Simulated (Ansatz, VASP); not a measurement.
# AlN in VASP and in Ansatz

```
Al N
1.0
     0.01978    1.98789    1.98789
     1.98789    0.01978    1.98789
     1.98789    1.98789    0.01978
Al N
1 1
Direct
  0.00000 0.00000 0.00000
  0.50000 0.50000 0.50000
```

Change from the starting cell: equal xy, yz and zx shear strains of +1 %.

Alike in both runs: task single point; functional PBE; k mesh 10 × 10 × 10; occupations fermi-dirac, width 0.02 eV; no spin polarisation.

|  | VASP | Ansatz |
| --- | --- | --- |
| version | VASP 6.6.1 | Ansatz 0.2.0 |
| potentials or method | VASP PAW PBE potentials, release 64 (Al, N), cutoff 520 eV | all-electron LAPW, scalar-relativistic |

```csv
,VASP,Ansatz,Ansatz less VASP
gap on the k mesh at the Fermi level (eV),4.97,4.98,+0.005
pressure (GPa),25.3,25.6,+0.29
"traceless stress, the component that is largest in VASP (GPa)",-3.49,-3.48,+0.003
```

Ansatz ran all-electron here, and VASP with PAW potentials.
